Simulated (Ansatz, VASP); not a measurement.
## Os5Rh3 in VASP and in Ansatz

```
Rh Os
1.0
    -3.84553    3.84515   -3.84286
     3.84279    3.84241    3.84287
     3.84550   -3.84516   -3.84284
Rh Os
6 10
Direct
  0.25000 0.00233 0.74933
  0.50311 0.74936 0.74554
  0.99704 0.49639 0.49634
  0.75226 0.00232 0.25159
  0.49931 0.49641 0.99863
  0.24622 0.74936 0.00243
  0.99820 0.24804 0.74913
  0.49993 0.99985 0.49919
  0.74937 0.49886 0.74875
  0.24985 0.24814 0.49757
  0.49948 0.25059 0.25040
  0.74913 0.74939 0.49954
  0.99994 0.99986 0.99921
  0.24938 0.49887 0.24877
  0.00020 0.74933 0.24843
  0.75113 0.25068 0.99883
```

Alike in both runs: functional PBE; k mesh 3 × 3 × 3; occupations gaussian, width 0.1 eV; no spin polarisation.

Ansatz relaxed the structure, and its values are those at the end. VASP's run is a single point on that final structure, the one shown.

|  | VASP | Ansatz |
| --- | --- | --- |
| version | VASP 6.6.1 | Ansatz 0.2.0 |
| potentials or method | VASP PAW PBE potentials, release 64 (Rh_pv, Os), cutoff 520 eV | scalar-relativistic, plane waves, PAW |
| valence electrons in the cell | 170 | 262 |

Ansatz gave:

```
gap on the k mesh at the Fermi level (eV) : none
pressure (GPa)                            : 0.0
rms of the force components (eV/Å)        : 0.002
```

Question: Which values does VASP return?

Answer: gap on the k mesh at the Fermi level (eV): none; pressure (GPa): 0.0; rms of the force components (eV/Å): 0.008.

A gap of «none» marks a metal or a gap that the smearing closes. VASP's potentials hold 170 valence electrons a cell and Ansatz's 262, so a difference there can come from the potentials and not from the codes.

The k mesh is coarse, so the values compare programs but aren't converged. Neither program's run includes spin-orbit coupling.
